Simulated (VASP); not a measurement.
Crystal: TePb.

```
Pb Te
1.0
     0.00000    3.64149    3.64149
     3.64149    0.00000    3.64149
     3.64149    3.64149    0.00000
Pb Te
1 1
Direct
  0.00000 0.00000 0.00000
  0.25000 0.25000 0.25000
```

Base run:

- Program: VASP 6.6.1
- Functional: HSE06
- Potentials or basis: VASP PAW PBE potentials, release 64 (Pb_d, Te)
- Cutoff: 520 eV
- k mesh: 4 × 4 × 4
- Occupations: gaussian, width 0.01 eV
- Spin: no spin polarisation

Its results: band gap on the k mesh 0.96 eV (least direct gap 1.62 eV); pressure -0.1 GPa.

The run is repeated on the same cell with these changes: functional from HSE06 to PBEsol. What comes out?

Band gap on the k mesh 0.52 eV (least direct gap 1.14 eV); pressure -0.9 GPa.

Caveats: the PAW data sets were made with another functional, which shifts forces and pressure a little; spin-orbit coupling is left out, which moves the levels of the heavy elements.

A k mesh can miss the band edges.
